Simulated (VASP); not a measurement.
Input of a VASP 6.6.1 run:

The input INCAR:

```
SYSTEM = GdO
PREC = Accurate
ENCUT = 520
EDIFF = 1E-6
ISMEAR = 0
SIGMA = 0.05
LREAL = .False.
LASPH = .True.
NELM = 150
ALGO = Normal
ISIF = 2
LWAVE = .False.
LCHARG = .True.
ISPIN = 2
MAGMOM = 7.71 0.01
LORBIT = 11
LMAXMIX = 6
LDAU = .True.
LDAUTYPE = 2
LDAUL = 3 -1
LDAUU = 6 0
LDAUJ = 0 0
LDAUPRINT = 1
GGA = PS
LELF = .True.
LVHAR = .True.
NBANDS = 23
```

File KPOINTS:

```
regular mesh
0
Gamma
  8 8 8
  0 0 0
```

POSCAR

```
GdO
1.0
    0.0000000000      2.6823803661      2.6823803661
    2.6823803661      0.0000000000      2.6823803661
    2.6823803661      2.6823803661      0.0000000000
Gd O
1 1
Direct
    0.0000000000      0.0000000000      0.0000000000
    0.2500000000      0.2500000000      0.2500000000
```

Potentials or basis: VASP PAW PBE potentials, release 64 (Gd, O).

Launch:

```console
$ cat potpaw_PBE.64/Gd/POTCAR potpaw_PBE.64/O/POTCAR > POTCAR
$ mpirun -np 1 vasp_std > vasp.out
```

Problem. What does it give for the site moments?

Solution. Gd +7.08; O -0.00 μB.

Problem. What does it give for the net moment?

Solution. 7.94 μB per cell.

Problem. What does it give for the pressure?

Solution. -2.0 GPa.

Eigenvalues of the final occupation matrices:
```csv
site,spin,trace,eigenvalues
site 1 f,1,6.95,0.99 0.99 0.99 0.99 0.99 0.99 1.00
site 1 f,2,0.03,0.00 0.00 0.00 0.00 0.00 0.00 0.01
```

Caveat: the PAW data sets were made with another functional, which shifts forces and pressure a little; spin-orbit coupling is left out, which moves the levels of the heavy elements; a cell with one magnetic atom can't hold antiferromagnetic order, which such compounds often take. The state reached can hang on the start; a lower one may exist.
